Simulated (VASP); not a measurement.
A run of VASP 6.6.1 is set up as follows.

File INCAR:

```
SYSTEM = InAs
PREC = Accurate
ENCUT = 500
EDIFF = 1E-6
ISMEAR = -1
SIGMA = 0.02
LREAL = .FALSE.
LASPH = .TRUE.
NELM = 120
ALGO = Normal
ISIF = 2
LWAVE = .FALSE.
LCHARG = .FALSE.
GGA = PS
IVDW = 12
NBANDS = 26
GGA_COMPAT = .FALSE.
```

Contents of KPOINTS:

```
Automatic mesh
0
G
  6 6 4
  0 0 0
```

The input POSCAR:

```
InAs
1.0
    3.9653011097      0.0000000000      0.0000000000
   -1.9826505549      3.4340514946      0.0000000000
    0.0000000000      0.0000000000      6.8488974507
In As
2 2
Direct
    0.0000000000      0.0000000000      0.0000000000
    0.0000000000      0.0000000000      0.5000000000
    0.3333333333      0.6666666667      0.2500000000
    0.6666666667      0.3333333333      0.7500000000
```

Potentials or basis: VASP PAW PBE potentials, release 64 (In_d, As).

The run is started by

```sh
$ cat potpaw_PBE.64/In_d/POTCAR potpaw_PBE.64/As/POTCAR > POTCAR
$ mpirun -np 1 vasp_std > vasp.out
```

Task: Predict the dispersion energy per atom.

Result: -0.372 eV.

Task: Estimate the band gap on the k mesh.

Result: Zero (band 18 reaches 6.53 eV, above the bottom of band 19 at 3.50 eV).

Task: Predict the pressure.

Result: -3.6 GPa.

Stress tensor (GPa, compression positive):
```
-3.98  0.00  0.00
 0.00 -3.98  0.00
 0.00  0.00 -2.93
```

Caveat: the PAW data sets were made with another functional, which shifts forces and pressure a little; spin-orbit coupling is left out, which moves the levels of the heavy elements; pairwise dispersion overbinds metals, which lowers pressure and volume.
